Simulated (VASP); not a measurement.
# AlN (NiAs type) (P6_3/mmc) in VASP: a series of runs, part 2 of 2

VASP 6.6.1.

**3. Single point, PBE**

INCAR reads:

```
PREC = Accurate
ENCUT = 520
EDIFF = 1E-6
ISMEAR = -1
SIGMA = 0.08
LREAL = F
LASPH = T
NELM = 80
ALGO = Normal
ISIF = 2
LWAVE = F
LCHARG = F
GGA = PE
NBANDS = 16
```

KPOINTS reads:

```
Automatic mesh
0
Gamma
  12 12 7
```

POSCAR reads:

```
AlN
1.0
    2.7814421008      0.0000000000      0.0000000000
   -1.3907210504      2.4087995184      0.0000000000
    0.0000000000      0.0000000000      4.7737936944
Al N
2 2
Direct
    0.0000000000      0.0000000000      0.0000000000
    0.0000000000      0.0000000000      0.5000000000
    0.3333333333      0.6666666667      0.2500000000
    0.6666666667      0.3333333333      0.7500000000
```

Potentials or basis: VASP PAW PBE potentials, release 64 (Al, N).

Launch:

```sh
cat potpaw_PBE.64/Al/POTCAR potpaw_PBE.64/N/POTCAR > POTCAR
mpirun -np 1 vasp_std > vasp.out
```

OUTCAR:

```text
PREC = Accurate
   ENCUT = 520
   EDIFF = 1E-6
   ISMEAR = -1
   LREAL = F
   LASPH = T
   NELM = 80
   ISIF = 2
   GGA = PE

 ion  position               nearest neighbor table
   1  0.000  0.000  0.000-   3 2.00   4 2.00   3 2.00   4 2.00   4 2.00   3 2.00   2 2.39   2 2.39

   2  0.000  0.000  0.500-   3 2.00   4 2.00   3 2.00   4 2.00   4 2.00   3 2.00   1 2.39   1 2.39

   3  0.333  0.667  0.250-   1 2.00   2 2.00   1 2.00   2 2.00   1 2.00   2 2.00
   4  0.667  0.333  0.750-   1 2.00   2 2.00   1 2.00   2 2.00   1 2.00   2 2.00

  LATTYP: Found a hexagonal cell.
 ALAT       =     2.7814421008
 C/A-ratio  =     1.7163016599

  Lattice vectors:

 A1 = (   2.7814421008,   0.0000000000,   0.0000000000)
 A2 = (  -1.3907210504,   2.4087995184,   0.0000000000)
 A3 = (   0.0000000000,   0.0000000000,   4.7737936944)

Analysis of symmetry for initial positions (statically):
=====================================================================
 Subroutine PRICEL returns:
 Original cell was already a primitive cell.

 Routine SETGRP: Setting up the symmetry group for a
 hexagonal supercell.

 Subroutine GETGRP returns: Found 24 space group operations
 (whereof 12 operations were pure point group operations)
 out of a pool of 24 trial point group operations.

The static configuration has the point symmetry D_3d.
 The point group associated with its full space group is D_6h.

Analysis of symmetry for dynamics (positions and initial velocities):
=====================================================================
 Subroutine PRICEL returns:
 Original cell was already a primitive cell.

 Routine SETGRP: Setting up the symmetry group for a
 hexagonal supercell.

 Subroutine GETGRP returns: Found 24 space group operations
 (whereof 12 operations were pure point group operations)
 out of a pool of 24 trial point group operations.

[... 118 lines left out ...]
   EMIN   =  10.00;   EMAX   =-10.00  energy-range for DOS
   EFERMI =   0.00;   METHOD = LEGACY
   ISMEAR =    -1;   SIGMA  =   0.08  broadening in eV -4-tet -1-fermi 0-gaus
   EFERMI_NEDOS =   21; number of points for ismear=-14 and -15
   IALGO  =     38    algorithm
   IMIX   =      4    mixing-type and parameters
     AMIX     =   0.40;   BMIX     =  1.00
     AMIX_MAG =   1.60;   BMIX_MAG =  1.00
  volume/ion in A,a.u.               =       8.00        53.96
  Fermi-wavevector in a.u.,A,eV,Ry     =   1.299581  2.455852 22.979029  1.688911
  Thomas-Fermi vector in A             =   2.430836
   LORBIT       =      0    0 simple, 1 ext, 2 COOP (PROOUT), +10 PAW based schemes
   GGA     = PE    functional components
   LHFCALC =     F    Hartree Fock is set to
   AEXX    =    0.0000 exact exchange contribution
   IVDW    =     0    specifies the selected vdW correction
   LEPSILON=     F    determine dielectric tensor
   LRPA    =     F    only Hartree local field effects (RPA)
 non-spin polarized calculation
  energy-cutoff  :      520.00
  volume of cell :       31.98
 maximum number of plane-waves:       871
 NGX is ok and might be reduce to    24
   NGX = 11   NGY = 11   NGZ = 17

 number of electron      15.9999998 magnetization

 Free energy of the ion-electron system (eV)
  ---------------------------------------------------
  ext. energy  EPLUGINS =         0.00000000
  ---------------------------------------------------
  free energy    TOTEN  =       -28.30609287 eV

  energy without entropy =      -28.30609287  energy(sigma->0) =      -28.30609287

 E-fermi :  12.0395     XC(G=0): -12.4167

 val. band max:       10.4993664653   @ k =   0.0000   0.0000   0.0000
 cond. band min:      15.7232046772   @ k =   0.5000   0.0000   0.2857
 fundamental gap:      5.2238382119
 Fermi energy:        12.0395029323

 k-point     1 :       0.0000    0.0000    0.0000
  band No.  band energies     occupation
      1      -7.5068      2.00000
      2      -4.4185      2.00000
      3       1.5123      2.00000
      4       9.5672      2.00000
      5       9.5672      2.00000
      6       9.8457      2.00000
[... 433 lines left out ...]
      3       3.4664      2.00000
      4       4.5827      2.00000
      5       5.3827      2.00000
      6       8.2288      2.00000
[... 8 lines left out ...]
     15      23.1616      0.00000
     16      26.6432      0.00000

 [... further k-points ...]
[... 5 lines left out ...]
  --------------------------------------------------------------------------------------
  -------------------------------------------------------------------------------------
  Total        4.1320098      4.1320098      4.1073133      0.0000000     -0.0000000      0.0000000
  in kB      206.9843913    206.9843913    205.7472729      0.0000000     -0.0000000      0.0000000
  external PRESSURE =     206.5720185 kB  Pullay stress =       0.0000000 kB

 VOLUME and BASIS-vectors are now :
 -----------------------------------------------------------------------------
  energy-cutoff  :      520.00
  volume of cell :       31.98
      direct lattice vectors                 reciprocal lattice vectors
     2.781442101  0.000000000  0.000000000     0.359525729  0.207572277  0.000000000
    -1.390721050  2.408799518  0.000000000     0.000000000  0.415144553  0.000000000
     0.000000000  0.000000000  4.773793694     0.000000000  0.000000000  0.209477004

 POSITION                                       TOTAL-FORCE (eV/Angst)
 -----------------------------------------------------------------------------------
      0.00000      0.00000      0.00000        -0.000000      0.000000     -0.000000
      0.00000      0.00000      2.38690        -0.000000      0.000000     -0.000000
     -0.00000      1.60587      1.19345         0.000000      0.000000     -0.000000
      1.39072      0.80293      3.58035         0.000000     -0.000000      0.000000
 -----------------------------------------------------------------------------------
    total drift:                               -0.000000      0.000000     -0.000000

  FREE ENERGIE OF THE ION-ELECTRON SYSTEM (eV)
  ---------------------------------------------------
  free  energy   TOTEN  =       -28.3060928678 eV

  energy  without entropy=      -28.3060928677  energy(sigma->0) =      -28.30609287
```

OSZICAR:

```text
N       E                     dE             d eps       ncg     rms          rms(c)
DAV:   1     0.383470811774E+02    0.38347E+02   -0.73892E+03  2528   0.893E+02
DAV:   2    -0.289976411725E+02   -0.67345E+02   -0.61697E+02  3408   0.198E+02
DAV:   3    -0.316544825897E+02   -0.26568E+01   -0.26481E+01  2992   0.386E+01
DAV:   4    -0.316674866882E+02   -0.13004E-01   -0.13003E-01  3064   0.296E+00
DAV:   5    -0.316676261558E+02   -0.13947E-03   -0.13947E-03  3000   0.311E-01    0.108E+01
DAV:   6    -0.283339568439E+02    0.33337E+01   -0.62569E+00  3080   0.195E+01    0.383E+00
DAV:   7    -0.283190269488E+02    0.14930E-01   -0.55496E-01  2896   0.556E+00    0.271E+00
DAV:   8    -0.283095505076E+02    0.94764E-02   -0.38935E-02  2704   0.175E+00    0.551E-01
DAV:   9    -0.283059428153E+02    0.36077E-02   -0.69344E-03  3224   0.699E-01    0.208E-01
DAV:  10    -0.283061681560E+02   -0.22534E-03   -0.13184E-03  3008   0.252E-01    0.126E-01
DAV:  11    -0.283060928112E+02    0.75345E-04   -0.17155E-04  3064   0.104E-01    0.206E-02
DAV:  12    -0.283060928678E+02   -0.56568E-07   -0.79366E-06  2952   0.230E-02
   1 F= -.28306093E+02 E0= -.28306093E+02  d E =-.149843E-09
```

It took 15 s on 1 thread of Intel Xeon 6975P-C (Granite Rapids), shared host; peak memory 0.17 GiB.

What came out:

```
Free energy            : -28.3061 eV
Pressure               : 20.7 GPa
Band gap on the k mesh : 5.22 eV, indirect (least direct gap 5.87 eV)
```

A k mesh can miss the band edges. A hybrid or GW would open this gap; PBE tends to underestimate it.
